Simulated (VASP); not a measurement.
# Te2Mo in VASP: a series of runs

Runs on Te2Mo. Level: LDA. Tasks: single point.

Everything below comes from runs of VASP 6.6.1. Logs are shortened: lines on timing, memory, paths and dates and some standing lists are left out, and cuts for length are marked.

**1. The cell of the first run**

The cell holds a slab with vacuum, 3 atoms: a = 3.415 Å, b = 3.415 Å, c = 17.678 Å, α = 90.00°, β = 90.00°, γ = 120.00°.

**2. Single point, LDA**

File INCAR:

```
PREC = Accurate
ENCUT = 520
EDIFF = 1E-7
ISMEAR = 0
SIGMA = 0.02
LREAL = F
LASPH = T
NELM = 80
ALGO = Normal
ISIF = 2
LWAVE = F
LCHARG = T
LELF = T
LVHAR = T
NBANDS = 20
```

File KPOINTS:

```
Automatic mesh
0
Gamma
  12 12 2
```

File POSCAR:

```
Te2Mo
1.0
    3.4145498005      0.0000000000      0.0000000000
   -1.7072749002      2.9570868697      0.0000000000
    0.0000000000      0.0000000000     17.6776393063
Te Mo
2 1
Direct
    0.3333333333      0.6666666667      0.8972869416
    0.3333333333      0.6666666667      0.1027130584
    0.0000000000      0.0000000000      0.0000000000
```

Potentials or basis: VASP PAW LDA potentials, release 64 (Te, Mo_sv).

Started as:

```bash
$ cat potpaw_LDA.64/Te/POTCAR potpaw_LDA.64/Mo_sv/POTCAR > POTCAR
$ mpirun -np 1 vasp_std > vasp.out
```

OUTCAR:

```text
PREC = Accurate
   ENCUT = 520
   EDIFF = 1E-7
   ISMEAR = 0
   LREAL = F
   LASPH = T
   NELM = 80
   ISIF = 2

 ion  position               nearest neighbor table
   1  0.333  0.667  0.897-   3 2.68   3 2.68   3 2.68   2 3.63
   2  0.333  0.667  0.103-   3 2.68   3 2.68   3 2.68   1 3.63
   3  0.000  0.000  0.000-   1 2.68   2 2.68   1 2.68   2 2.68   1 2.68   2 2.68

  LATTYP: Found a hexagonal cell.
 ALAT       =     3.4145498005
 C/A-ratio  =     5.1771508220

  Lattice vectors:

 A1 = (   3.4145498005,   0.0000000000,   0.0000000000)
 A2 = (  -1.7072749002,   2.9570868697,   0.0000000000)
 A3 = (   0.0000000000,   0.0000000000,  17.6776393063)

Analysis of symmetry for initial positions (statically):
=====================================================================
 Subroutine PRICEL returns:
 Original cell was already a primitive cell.

 Routine SETGRP: Setting up the symmetry group for a
 hexagonal supercell.

 Subroutine GETGRP returns: Found 12 space group operations
 (whereof 12 operations were pure point group operations)
 out of a pool of 24 trial point group operations.

The static configuration has the point symmetry D_3h.

Analysis of symmetry for dynamics (positions and initial velocities):
=====================================================================
 Subroutine PRICEL returns:
 Original cell was already a primitive cell.

 Routine SETGRP: Setting up the symmetry group for a
 hexagonal supercell.

 Subroutine GETGRP returns: Found 12 space group operations
 (whereof 12 operations were pure point group operations)
 out of a pool of 24 trial point group operations.

The dynamic configuration has the point symmetry D_3h.

 Subroutine INISYM returns: Found 12 space group operations
 (whereof 12 operations are pure point group operations),
 and found     1 'primitive' translations

----------------------------------------------------------------------------------------

                                     Primitive cell

  volume of cell :     178.4933

  direct lattice vectors                    reciprocal lattice vectors
     3.414549801  0.000000000  0.000000000     0.292864377  0.169085327  0.000000000
    -1.707274900  2.957086870  0.000000000     0.000000000  0.338170654  0.000000000
[... 76 lines left out ...]
   NGXF,Y,Z  is equivalent  to a cutoff of  27.27, 27.27, 26.33 a.u.
 SYSTEM =  unknown system
   PREC   = accura    normal or accurate (medium, high low for compatibility)
   ISTART =      0    job   : 0-new  1-cont  2-samecut
   ICHARG =      2    charge: 1-file 2-atom 10-const
   ISPIN  =      1    spin polarized calculation?
   LNONCOLLINEAR =      F non collinear calculations
   LSORBIT =      F    spin-orbit coupling
   LASPH  =      T    aspherical Exc in radial PAW
   ENCUT  =  520.0 eV  38.22 Ry    6.18 a.u.   6.35  6.35 32.87*2*pi/ulx,y,z
   NELM   =     80;   NELMIN=  2; NELMDL= -5     # of ELM steps
   EDIFF  = 0.1E-06   stopping-criterion for ELM
   LREAL  =      F    real-space projection
   EDIFFG = 0.1E-05   stopping-criterion for IOM
   NSW    =      0    number of steps for IOM
   IBRION =     -1    ionic relax: 0-MD 1-quasi-New 2-CG
   NFREE  =      0    steps in history (QN), initial steepest desc. (CG)
   ISIF   =      2    stress and relaxation
   ISYM   =      2    0-nonsym 1-usesym 2-fastsym
   POTIM  = 0.5000    time-step for ionic-motion
   TEBEG  =    0.0;   TEEND  =   0.0 temperature during run
   PSTRESS=    0.0 pullay stress
   NELECT =      26.0000    total number of electrons
   NUPDOWN=      -1.0000    fix difference up-down
   EMIN   =  10.00;   EMAX   =-10.00  energy-range for DOS
   EFERMI =   0.00;   METHOD = LEGACY
   ISMEAR =     0;   SIGMA  =   0.02  broadening in eV -4-tet -1-fermi 0-gaus
   EFERMI_NEDOS =   21; number of points for ismear=-14 and -15
   IALGO  =     38    algorithm
   IMIX   =      4    mixing-type and parameters
     AMIX     =   0.40;   BMIX     =  1.00
     AMIX_MAG =   1.60;   BMIX_MAG =  1.00
  volume/ion in A,a.u.               =      59.50       401.51
  Fermi-wavevector in a.u.,A,eV,Ry     =   0.861375  1.627762 10.095061  0.741966
  Thomas-Fermi vector in A             =   1.979019
   LORBIT       =      0    0 simple, 1 ext, 2 COOP (PROOUT), +10 PAW based schemes
   GGA     = CA    functional components
   LHFCALC =     F    Hartree Fock is set to
   AEXX    =    0.0000 exact exchange contribution
   IVDW    =     0    specifies the selected vdW correction
   LEPSILON=     F    determine dielectric tensor
   LRPA    =     F    only Hartree local field effects (RPA)
 non-spin polarized calculation
 Gauss-broadening in eV      SIGMA  =   0.02
  energy-cutoff  :      520.00
  volume of cell :      178.49
 maximum number of plane-waves:      4842
 NGX is ok and might be reduce to    28
   NGX = 13   NGY = 13   NGZ = 65

 number of electron      26.0000000 magnetization

 Free energy of the ion-electron system (eV)
  ---------------------------------------------------
  ext. energy  EPLUGINS =         0.00000000
  ---------------------------------------------------
  free energy    TOTEN  =       -20.45284847 eV

  energy without entropy =      -20.45284847  energy(sigma->0) =      -20.45284847

 E-fermi :   0.4447     XC(G=0):  -4.9754

 val. band max:        0.3342549393   @ k =   0.3333   0.3333   0.0000
 cond. band min:       1.5976887949   @ k =   0.2500   0.1667   0.0000
 fundamental gap:      1.2634338556
 Fermi energy:         0.4447407002

 k-point     1 :       0.0000    0.0000    0.0000
  band No.  band energies     occupation
      1     -59.8578      2.00000
      2     -34.2887      2.00000
      3     -34.0563      2.00000
      4     -34.0563      2.00000
      5     -12.7092      2.00000
      6     -11.7497      2.00000
[... 541 lines left out ...]
     19       6.4120      0.00000
     20       6.4416      0.00000

 [... further k-points ...]
[... 5 lines left out ...]
  --------------------------------------------------------------------------------------
  -------------------------------------------------------------------------------------
  Total        1.2885288      1.2885288      0.1941672      0.0000000      0.0000000      0.0000000
  in kB       11.5659923     11.5659923      1.7428689      0.0000000      0.0000000      0.0000000
  external PRESSURE =       8.2916178 kB  Pullay stress =       0.0000000 kB

 VOLUME and BASIS-vectors are now :
 -----------------------------------------------------------------------------
  energy-cutoff  :      520.00
  volume of cell :      178.49
      direct lattice vectors                 reciprocal lattice vectors
     3.414549801  0.000000000  0.000000000     0.292864377  0.169085327  0.000000000
    -1.707274900  2.957086870  0.000000000     0.000000000  0.338170654  0.000000000
     0.000000000  0.000000000 17.677639306     0.000000000  0.000000000  0.056568639

 POSITION                                       TOTAL-FORCE (eV/Angst)
 -----------------------------------------------------------------------------------
     -0.00000      1.97139     15.86191         0.000000      0.000000     -0.057193
     -0.00000      1.97139      1.81572         0.000000     -0.000000      0.057193
      0.00000      0.00000      0.00000        -0.000000      0.000000      0.000000
 -----------------------------------------------------------------------------------
    total drift:                                0.000000     -0.000000     -0.000000

  FREE ENERGIE OF THE ION-ELECTRON SYSTEM (eV)
  ---------------------------------------------------
  free  energy   TOTEN  =       -20.4528484711 eV

  energy  without entropy=      -20.4528484711  energy(sigma->0) =      -20.45284847
```

It took 3.1 min on 1 thread of Intel Xeon Platinum 8259CL at 2.50GHz (Skylake/Cascade Lake), shared host; peak memory 0.33 GiB.

Results:

- Free energy: -20.4528 eV
- Largest force: 0.057 eV/Å
- Band gap on the k mesh: 1.26 eV, indirect (least direct gap 1.38 eV)

Forces in eV/Å, atoms in the order of the input:
```
Te   0.000  0.000 -0.057
Te   0.000  0.000  0.057
Mo   0.000  0.000  0.000
```

Levels at points of the mesh, in eV from the valence-band top:
| k point | band 10 | band 11 | band 12 | band 13 | band 14 | band 15 | band 16 | band 17 |
| --- | --- | --- | --- | --- | --- | --- | --- | --- |
| (0.00, 0.00, 0.00) | -1.56 | -0.76 | -0.73 | -0.73 | 3.55 | 3.55 | 3.86 | 3.86 |
| (0.50, 0.00, 0.00) | -2.29 | -1.82 | -0.81 | 0.00 | 1.72 | 1.93 | 3.44 | 3.98 |
| (0.00, 0.00, 0.50) | -1.56 | -0.76 | -0.73 | -0.73 | 3.55 | 3.55 | 3.86 | 3.86 |
| (0.50, 0.00, 0.50) | -2.29 | -1.82 | -0.81 | 0.00 | 1.72 | 1.93 | 3.44 | 3.98 |

Caveat: spin-orbit coupling is left out, which moves the levels of the heavy elements.

**3. Single point, LDA**

This run uses another cell than the first one, of 60.78 Å³/atom, 1.021 times its volume.

File INCAR:

```
SYSTEM = Te2Mo
ALGO = Normal
EDIFF = 1E-7
ENCUT = 520
ISIF = 2
ISMEAR = 0
LASPH = .True.
LCHARG = .True.
LELF = .True.
LREAL = .False.
LVHAR = .True.
LWAVE = .False.
NBANDS = 20
NELM = 60
PREC = Accurate
SIGMA = 0.02
```

File KPOINTS:

```
k-points
0
Gamma
  12 12 2
  0 0 0
```

File POSCAR:

```
Te2Mo
1.0
    3.4665480208      0.0000000000      0.0000000000
   -1.7332740104      3.0021186495      0.0000000000
    0.0000000000      0.0000000000     17.5198113273
Te Mo
2 1
Direct
    0.3333333333      0.6666666667      0.8975342416
    0.3333333333      0.6666666667      0.1024657584
    0.0000000000      0.0000000000      0.0000000000
```

Potentials or basis: VASP PAW LDA potentials, release 64 (Te, Mo_sv).

Started as:

```bash
$ cat potpaw_LDA.64/Te/POTCAR potpaw_LDA.64/Mo_sv/POTCAR > POTCAR
$ mpirun -np 1 vasp_std > vasp.out
```

Run time: 3.2 min. Hardware: 1 thread of Intel Xeon Platinum 8259CL at 2.50GHz (Skylake/Cascade Lake), shared host; peak memory 0.33 GiB.

It converged, with:

- Free energy: -20.4719 eV
- Largest force: 0.053 eV/Å
- Band gap on the k mesh: 1.24 eV, direct

Forces in eV/Å, atoms in the order of the input:
```
Te   0.000  0.000 -0.053
Te   0.000  0.000  0.053
Mo   0.000  0.000  0.000
```

Levels at points of the mesh, in eV from the valence-band top:
```csv
k point,band 10,band 11,band 12,band 13,band 14,band 15,band 16,band 17
"(0.00, 0.00, 0.00)",-1.65,-0.82,-0.82,-0.59,3.37,3.37,3.69,3.69
"(0.50, 0.00, 0.00)",-2.32,-1.68,-0.76,-0.14,1.58,1.88,3.44,3.93
"(0.00, 0.00, 0.50)",-1.65,-0.82,-0.82,-0.59,3.37,3.37,3.69,3.69
"(0.50, 0.00, 0.50)",-2.32,-1.68,-0.76,-0.14,1.58,1.88,3.44,3.93
```

Caveat: spin-orbit coupling is left out, which moves the levels of the heavy elements.

**4. Single point, LDA (biaxial strain in the a-b plane: +1.5 %, then relaxed in part)**

File INCAR:

```
SYSTEM = Te2Mo
  PREC = Accurate
  ENCUT = 520
  EDIFF = 1E-7
  ISMEAR = 0
  SIGMA = 0.02
  LREAL = .FALSE.
  LASPH = .TRUE.
  NELM = 60
  ALGO = Normal
  ISIF = 2
  LWAVE = .FALSE.
  LCHARG = .FALSE.
  GGA = CA
  NBANDS = 20
```

File KPOINTS:

```
Automatic mesh
0
G
  12 12 2
  0 0 0
```

File POSCAR:

```
Te2Mo
1.0
    3.5185462411      0.0000000000      0.0000000000
   -1.7592731206      3.0471504292      0.0000000000
    0.0000000000      0.0000000000     17.3606798511
Te Mo
2 1
Direct
    0.3333333333      0.6666666667      0.8977580181
    0.3333333333      0.6666666667      0.1022419819
    0.0000000000      0.0000000000      0.0000000000
```

Started as:

```bash
$ cat potpaw_LDA.64/Te/POTCAR potpaw_LDA.64/Mo_sv/POTCAR > POTCAR
$ mpirun -np 1 vasp_std > vasp.out
```

It took 3 min on 1 thread of Intel Xeon Platinum 8259CL at 2.50GHz (Skylake/Cascade Lake), shared host; peak memory 0.34 GiB.

The run converged. Its results:

```yaml
Free_energy: -20.4568 eV
Largest_force: 0.056 eV/Å
Band_gap_on_the_k_mesh: 1.11 eV, direct
```

Forces in eV/Å, atoms in the order of the input:
```
Te   0.000  0.000 -0.056
Te   0.000  0.000  0.056
Mo   0.000  0.000  0.000
```

Levels at points of the mesh, in eV from the valence-band top:
```csv
k point,band 10,band 11,band 12,band 13,band 14,band 15,band 16,band 17
"(0.00, 0.00, 0.00)",-1.65,-0.90,-0.90,-0.41,3.22,3.22,3.55,3.55
"(0.50, 0.00, 0.00)",-2.34,-1.53,-0.70,-0.27,1.47,1.82,3.43,3.89
"(0.00, 0.00, 0.50)",-1.65,-0.90,-0.90,-0.41,3.22,3.22,3.55,3.55
"(0.50, 0.00, 0.50)",-2.34,-1.53,-0.70,-0.27,1.47,1.82,3.43,3.89
```

Caveat: the cell differs from its parent crystal (biaxial strain in the a-b plane: +1.5 %, then relaxed in part); spin-orbit coupling is left out, which moves the levels of the heavy elements.

**5. Overview**

```tsv
cell	gap on the mesh (eV)	largest force (eV/Å)
a = 3.415, b = 3.415, c = 17.678 Å, angles 90.0, 90.0, 120.0°, 3 atoms	1.26	0.06
a = 3.467, b = 3.467, c = 17.520 Å, angles 90.0, 90.0, 120.0°, 3 atoms	1.24	0.05
a = 3.519, b = 3.519, c = 17.361 Å, angles 90.0, 90.0, 120.0°, 3 atoms	1.11	0.06
```

Alike in all rows: task single point; level LDA; potentials or basis VASP PAW LDA potentials, release 64 (Te, Mo_sv); no spin polarisation; k mesh 12 × 12 × 2; cutoff (eV) 520; smearing gaussian 0.02 eV.

Caveats: spin-orbit coupling is left out, which moves the levels of the heavy elements.

Absolute energies hang on the potentials; compare differences alone.
